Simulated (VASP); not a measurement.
# HRh12CN in VASP: single point with PBE+D3(BJ)

Aim: the single point of HRh12CN with PBE+D3(BJ).

All numbers are computed with VASP 6.6.1; they aren't measurements. Logs are shortened: lines on timing, memory, paths and dates and some standing lists are left out, and cuts for length are marked.

## 1. The cell of the first run

The cell holds a slab with vacuum, 15 atoms: a = 5.365 Å, b = 5.365 Å, c = 24.596 Å, α = 90.00°, β = 90.00°, γ = 120.00°.

## 2. Single point, PBE+D3(BJ)

Contents of INCAR:

```
PREC = Accurate ; ENCUT = 520
EDIFF = 1E-6 ; ISMEAR = 0
SIGMA = 0.1 ; LREAL = Auto
LASPH = T ; NELM = 100
ALGO = Normal ; ISIF = 2
LWAVE = F ; LCHARG = T
LDIPOL = T ; IDIPOL = 3
DIPOL = 0.5 0.5 0.460 ; GGA = PE
IVDW = 12 ; LELF = T
LVHAR = T ; LVACPOTAV = T
NBANDS = 108
```

Contents of KPOINTS:

```
regular mesh
0
Gamma
  4 4 1
```

Contents of POSCAR:

```
HRh12CN
1.0
    5.3647950047      0.0000000000      0.0000000000
   -2.6823975023      4.6460487602      0.0000000000
    0.0000000000      0.0000000000     24.5959367787
Rh C N H
12 1 1 1
Direct
    0.3333333333      0.1666666667      0.3252569752
    0.3333333333      0.6666666667      0.3252569752
    0.8333333333      0.1666666667      0.3252569752
    0.8333333333      0.6666666667      0.3252569752
    0.6667123562      0.3333561781      0.4128655914
    0.6666666667      0.8333333333      0.4124728187
    0.1666438219      0.3333561781      0.4128655914
    0.1666438219      0.8332876438      0.4128655914
    0.0000000000      0.5000000000      0.5004879691
   -0.0005927285     -0.0002963643      0.5002394545
    0.5002963643      0.5005927285      0.5002394545
    0.5002963643     -0.0002963643      0.5002394545
    0.3333333333      0.1666666667      0.6458154978
    0.3333333333      0.1666666667      0.6929192950
    0.3333333333      0.1666666667      0.6018854997
```

Potentials or basis: VASP PAW PBE potentials, release 64 (Rh_pv, C, N, H).

On the command line:

```
> cat potpaw_PBE.64/Rh_pv/POTCAR potpaw_PBE.64/C/POTCAR potpaw_PBE.64/N/POTCAR potpaw_PBE.64/H/POTCAR > POTCAR
> mpirun -np 1 vasp_std > vasp.out
```

OUTCAR:

```text
PREC = Accurate
   ENCUT = 520
   EDIFF = 1E-6
   ISMEAR = 0
   LREAL = Auto
   LASPH = T
   NELM = 100
   ISIF = 2
   GGA = PE
   IVDW = 12
 IVDW          = 12

 ion  position               nearest neighbor table
   1  0.333  0.167  0.325-   7 2.65   5 2.65   8 2.65   3 2.68   3 2.68   2 2.68   2 2.68   4 2.68
                             4 2.68
   2  0.333  0.667  0.325-   6 2.65   8 2.65   7 2.65   4 2.68   4 2.68   1 2.68   1 2.68   3 2.68
                             3 2.68
   3  0.833  0.167  0.325-   6 2.65   5 2.65   7 2.65   1 2.68   1 2.68   4 2.68   4 2.68   2 2.68
                             2 2.68
   4  0.833  0.667  0.325-   6 2.65   8 2.65   5 2.65   2 2.68   2 2.68   3 2.68   3 2.68   1 2.68
                             1 2.68
   5  0.667  0.333  0.413-  11 2.65  12 2.65   3 2.65   4 2.65   1 2.65   9 2.65   7 2.68   8 2.68
                             6 2.68   6 2.68   7 2.68   8 2.68
   6  0.667  0.833  0.412-   4 2.65   2 2.65   3 2.65  12 2.66  10 2.66  11 2.66   8 2.68   5 2.68
                             7 2.68   7 2.68   8 2.68   5 2.68
   7  0.167  0.333  0.413-  11 2.65  10 2.65   3 2.65   2 2.65   1 2.65   9 2.65   5 2.68   8 2.68
                             6 2.68   6 2.68   5 2.68   8 2.68
   8  0.167  0.833  0.413-  10 2.65  12 2.65   2 2.65   4 2.65   1 2.65   9 2.65   7 2.68   5 2.68
                             6 2.68   6 2.68   7 2.68   5 2.68
   9  0.000  0.500  0.500-   7 2.65   5 2.65   8 2.65  11 2.68  10 2.68  12 2.68  12 2.68  11 2.68
                            10 2.68
  10  0.999  1.000  0.500-   8 2.65   7 2.65   6 2.66  12 2.68  11 2.68   9 2.68   9 2.68  12 2.69
                            11 2.69
  11  0.500  0.501  0.500-   5 2.65   7 2.65   6 2.66  12 2.68  10 2.68   9 2.68   9 2.68  12 2.69
                            10 2.69
  12  0.500  1.000  0.500-   8 2.65   5 2.65   6 2.66  10 2.68  11 2.68   9 2.68   9 2.68  10 2.69
                            11 2.69
  13  0.333  0.167  0.646-  15 1.08  14 1.16
  14  0.333  0.167  0.693-  13 1.16
  15  0.333  0.167  0.602-  13 1.08

  LATTYP: Found a hexagonal cell.
 ALAT       =     5.3647950047
 C/A-ratio  =     4.5846927529

  Lattice vectors:

 A1 = (   5.3647950047,   0.0000000000,   0.0000000000)
 A2 = (  -2.6823975023,   4.6460487602,   0.0000000000)
 A3 = (   0.0000000000,   0.0000000000,  24.5959367787)

Analysis of symmetry for initial positions (statically):
=====================================================================
 Subroutine PRICEL returns:
 Original cell was already a primitive cell.

 Routine SETGRP: Setting up the symmetry group for a
 hexagonal supercell.

 Subroutine GETGRP returns: Found  6 space group operations
 (whereof  2 operations were pure point group operations)
 out of a pool of 24 trial point group operations.

The static configuration has the point symmetry C_1h.
 The point group associated with its full space group is C_3v.

Analysis of symmetry for dynamics (positions and initial velocities):
=====================================================================
 Subroutine PRICEL returns:
 Original cell was already a primitive cell.

 Routine SETGRP: Setting up the symmetry group for a
 hexagonal supercell.

 Subroutine GETGRP returns: Found  6 space group operations
 (whereof  2 operations were pure point group operations)
 out of a pool of 24 trial point group operations.

The dynamic configuration has the point symmetry C_1h.
 The point group associated with its full space group is C_3v.

 Subroutine INISYM returns: Found  6 space group operations
 (whereof  2 operations are pure point group operations),
 and found     1 'primitive' translations

----------------------------------------------------------------------------------------

                                     Primitive cell

  volume of cell :     613.0562

  direct lattice vectors                    reciprocal lattice vectors
     5.364795005  0.000000000  0.000000000     0.186400412  0.107618328  0.000000000
    -2.682397502  4.646048760  0.000000000     0.000000000  0.215236656  0.000000000
     0.000000000  0.000000000 24.595936779     0.000000000  0.000000000  0.040657122

  length of vectors
     5.364795005  5.364795005 24.595936779     0.215236656  0.215236656  0.040657122

  position of ions in fractional coordinates (direct lattice)
     0.333333333  0.166666667  0.325256975
     0.333333333  0.666666667  0.325256975
     0.833333333  0.166666667  0.325256975
     0.833333333  0.666666667  0.325256975
     0.666712356  0.333356178  0.412865591
     0.666666667  0.833333333  0.412472819
     0.166643822  0.333356178  0.412865591
     0.166643822  0.833287644  0.412865591
     0.000000000  0.500000000  0.500487969
     0.999407271  0.999703636  0.500239454
     0.500296364  0.500592729  0.500239454
     0.500296364  0.999703636  0.500239454
     0.333333333  0.166666667  0.645815498
     0.333333333  0.166666667  0.692919295
     0.333333333  0.166666667  0.601885500

  ion indices of the primitive-cell ions
   primitive index   ion index
                 1           1
                 2           2
                 3           3
                 4           4
                 5           5
                 6           6
                 7           7
                 8           8
                 9           9
                10          10
                11          11
                12          12
                13          13
                14          14
                15          15

----------------------------------------------------------------------------------------

 KPOINTS: regular mesh

Automatic generation of k-mesh.
 Grid dimensions read from file:
 generate k-points for:    4    4    1

 Generating k-lattice:

  Cartesian coordinates                     Fractional coordinates (reciprocal lattice)
     0.046600103  0.026904582  0.000000000     0.250000000  0.000000000  0.000000000
     0.000000000  0.053809164  0.000000000     0.000000000  0.250000000  0.000000000
     0.000000000  0.000000000  0.040657122     0.000000000  0.000000000  1.000000000

  Length of vectors
     0.053809164  0.053809164  0.040657122

  Shift w.r.t. Gamma in fractional coordinates (k-lattice)
     0.000000000  0.000000000  0.000000000

 Subroutine IBZKPT returns following result:
 ===========================================

 Found      4 irreducible k-points:

 Following reciprocal coordinates:
            Coordinates               Weight
  0.000000  0.000000  0.000000      1.000000
  0.250000 -0.000000  0.000000      6.000000
  0.500000 -0.000000  0.000000      3.000000
  0.250000  0.250000  0.000000      6.000000
   k-points           NKPTS =      4   k-points in BZ     NKDIM =      4   number of bands    NBANDS=    108
   number of dos      NEDOS =    301   number of ions     NIONS =     15
   total plane-waves  NPLWV = 307200
   dimension x,y,z NGX =    40 NGY =   40 NGZ =  192
   dimension x,y,z NGXF=    80 NGYF=   80 NGZF=  384
   ions per type =              12   1   1   1
   NGX,Y,Z   is equivalent  to a cutoff of  12.40, 12.40, 12.98 a.u.
   NGXF,Y,Z  is equivalent  to a cutoff of  24.79, 24.79, 25.95 a.u.
 SYSTEM =  unknown system
   PREC   = accura    normal or accurate (medium, high low for compatibility)
   ISTART =      0    job   : 0-new  1-cont  2-samecut
   ICHARG =      2    charge: 1-file 2-atom 10-const
   ISPIN  =      1    spin polarized calculation?
   LNONCOLLINEAR =      F non collinear calculations
   LSORBIT =      F    spin-orbit coupling
   LASPH  =      T    aspherical Exc in radial PAW
   ENCUT  =  520.0 eV  38.22 Ry    6.18 a.u.   9.97  9.97 45.73*2*pi/ulx,y,z
   NELM   =    100;   NELMIN=  2; NELMDL= -5     # of ELM steps
   EDIFF  = 0.1E-05   stopping-criterion for ELM
   LREAL  =      T    real-space projection
   EDIFFG = 0.1E-04   stopping-criterion for IOM
   NSW    =      0    number of steps for IOM
[... 5 lines left out ...]
   TEBEG  =    0.0;   TEEND  =   0.0 temperature during run
   PSTRESS=    0.0 pullay stress
   NELECT =     190.0000    total number of electrons
   NUPDOWN=      -1.0000    fix difference up-down
   EMIN   =  10.00;   EMAX   =-10.00  energy-range for DOS
   EFERMI =   0.00;   METHOD = LEGACY
   ISMEAR =     0;   SIGMA  =   0.10  broadening in eV -4-tet -1-fermi 0-gaus
   EFERMI_NEDOS =   21; number of points for ismear=-14 and -15
   IALGO  =     38    algorithm
   IMIX   =      4    mixing-type and parameters
     AMIX     =   0.40;   BMIX     =  1.00
     AMIX_MAG =   1.60;   BMIX_MAG =  1.00
  volume/ion in A,a.u.               =      40.87       275.81
  Fermi-wavevector in a.u.,A,eV,Ry     =   1.107880  2.093589 16.699756  1.227397
  Thomas-Fermi vector in A             =   2.244400
   LORBIT       =      0    0 simple, 1 ext, 2 COOP (PROOUT), +10 PAW based schemes
   GGA     = PE    functional components
   LHFCALC =     F    Hartree Fock is set to
   AEXX    =    0.0000 exact exchange contribution
   IVDW    =    12    specifies the selected vdW correction
   LEPSILON=     F    determine dielectric tensor
   LRPA    =     F    only Hartree local field effects (RPA)
 non-spin polarized calculation
 Gauss-broadening in eV      SIGMA  =   0.10
  energy-cutoff  :      520.00
  volume of cell :      613.06
 maximum number of plane-waves:     16548
 NGX is ok and might be reduce to    40
   NGX = 19   NGY = 19   NGZ = 91

 dipolmoment           0.000000      0.000000     -0.522979 electrons x Angstroem

 number of electron     190.0000003 magnetization

 dipolmoment           0.000000      0.000000      0.465138 electrons x Angstroem

 Free energy of the ion-electron system (eV)
  ---------------------------------------------------
  ext. energy  EPLUGINS =         0.00000000
  ---------------------------------------------------
  free energy    TOTEN  =      -100.35187850 eV

  energy without entropy =     -100.21842768  energy(sigma->0) =     -100.28515309

 E-fermi :  -1.2302     XC(G=0):  -5.1296

 val. band max:       -1.2621166300   @ k =   0.5000  -0.0000   0.0000
 cond. band min:      -1.2105780900   @ k =   0.2500   0.2500   0.0000
 fundamental gap:      0.0515385400
 Fermi energy:        -1.2301761126

 k-point     1 :       0.0000    0.0000    0.0000
  band No.  band energies     occupation
      1     -48.3535      2.00000
      2     -48.3530      2.00000
      3     -48.3530      2.00000
      4     -48.2838      2.00000
      5     -48.2118      2.00000
      6     -48.2086      2.00000
[... 99 lines left out ...]
    106       0.7507      0.00000
    107       0.7583      0.00000

 k-point     2 :       0.2500   -0.0000    0.0000
  band No.  band energies     occupation
      1     -48.3075      2.00000
      2     -48.3073      2.00000
      3     -48.2703      2.00000
      4     -48.2635      2.00000
      5     -48.2010      2.00000
      6     -48.1938      2.00000
[... 99 lines left out ...]
    106       0.0880      0.00000
    107       1.6934      0.00000

 k-point     3 :       0.5000   -0.0000    0.0000
  band No.  band energies     occupation
      1     -48.2424      2.00000
      2     -48.2421      2.00000
      3     -48.2216      2.00000
      4     -48.2189      2.00000
      5     -48.1779      2.00000
      6     -48.1754      2.00000
[... 99 lines left out ...]
    106       1.3461      0.00000
    107       1.4066      0.00000

 k-point     4 :       0.2500    0.2500    0.0000
  band No.  band energies     occupation
      1     -48.2484      2.00000
      2     -48.2313      2.00000
      3     -48.1980      2.00000
      4     -48.1956      2.00000
      5     -48.1798      2.00000
      6     -48.1788      2.00000
[... 99 lines left out ...]
    106       0.0624      0.00000
    107       0.0705      0.00000
 [bands above 107 left out]

------------------------ aborting loop because EDIFF is reached ----------------------------------------

 Edisp (eV)   -5.41787

 E8    (eV) :    -2.5090

  FORCE on cell =-STRESS in cart. coord.  units (eV):
  Direction    XX          YY          ZZ          XY          YZ          ZX
  --------------------------------------------------------------------------------------
  -------------------------------------------------------------------------------------
  Total      -6.77228    -6.77228     0.25547    -0.00000     0.00000     0.00000
  in kB     -17.69886   -17.69886     0.66765    -0.00000     0.00000     0.00000
  external pressure =      -11.58 kB  Pullay stress =        0.00 kB

 VOLUME and BASIS-vectors are now :
 -----------------------------------------------------------------------------
  energy-cutoff  :      520.00
  volume of cell :      613.06
      direct lattice vectors                 reciprocal lattice vectors
     5.364795005  0.000000000  0.000000000     0.186400412  0.107618328  0.000000000
    -2.682397502  4.646048760  0.000000000     0.000000000  0.215236656  0.000000000
     0.000000000  0.000000000 24.595936779     0.000000000  0.000000000  0.040657122

 POSITION                                       TOTAL-FORCE (eV/Angst)
 -----------------------------------------------------------------------------------
      1.34120      0.77434      8.00000         0.000000      0.000000      0.024439
     -0.00000      3.09737      8.00000        -0.009628     -0.005559     -0.000666
      4.02360      0.77434      8.00000         0.000000      0.011117     -0.000666
      2.68240      3.09737      8.00000         0.009628     -0.005559     -0.000666
      2.68258      1.54879     10.15482         0.004600      0.002656     -0.007067
      1.34120      3.87171     10.14516         0.000000      0.000000      0.015183
     -0.00018      1.54879     10.15482        -0.004600      0.002656     -0.007067
     -1.34120      3.87150     10.15482        -0.000000     -0.005311     -0.007067
     -1.34120      2.32302     12.30997         0.000000      0.000000     -0.002736
      2.68001      4.64467     12.30386         0.000404      0.000233     -0.009742
      1.34120      2.32578     12.30386        -0.000000     -0.000466     -0.009742
      0.00238      4.64467     12.30386        -0.000404      0.000233     -0.009742
      1.34120      0.77434     15.88444         0.000000      0.000000     -0.482478
      1.34120      0.77434     17.04300         0.000000      0.000000      0.439337
      1.34120      0.77434     14.80394         0.000000      0.000000      0.058680
 -----------------------------------------------------------------------------------
    total drift:                               -0.000004      0.000002     -0.020423

  FREE ENERGIE OF THE ION-ELECTRON SYSTEM (eV)
  ---------------------------------------------------
  free  energy   TOTEN  =      -105.7697458033 eV

  energy  without entropy=     -105.6362949850  energy(sigma->0) =     -105.70302039

 vacuum level on the upper side and lower side of the slab         7.261         3.884
```

Wall time 9.7 min (1 thread of AMD EPYC 9R14 (Zen 4), shared host); peak memory 0.69 GiB.

Results:

| Item | Value |
| --- | --- |
| Free energy | -105.7697 eV |
| Largest force | 0.482 eV/Å |
| Band gap on the k mesh | zero (bands 95 and 96 overlap by 0.76 eV) |
| Dispersion energy per atom | -0.361 eV |

Forces in eV/Å, atoms in the order of the input:
```
Rh   0.000  0.000  0.024
Rh  -0.010 -0.006 -0.001
Rh   0.000  0.011 -0.001
Rh   0.010 -0.006 -0.001
Rh   0.005  0.003 -0.007
Rh   0.000  0.000  0.015
Rh  -0.005  0.003 -0.007
Rh   0.000 -0.005 -0.007
Rh   0.000  0.000 -0.003
Rh   0.000  0.000 -0.010
Rh   0.000  0.000 -0.010
Rh   0.000  0.000 -0.010
C    0.000  0.000 -0.482
N    0.000  0.000  0.439
H    0.000  0.000  0.059
```

The gap in the log of VASP goes by the Fermi energy; the results here count the filled bands.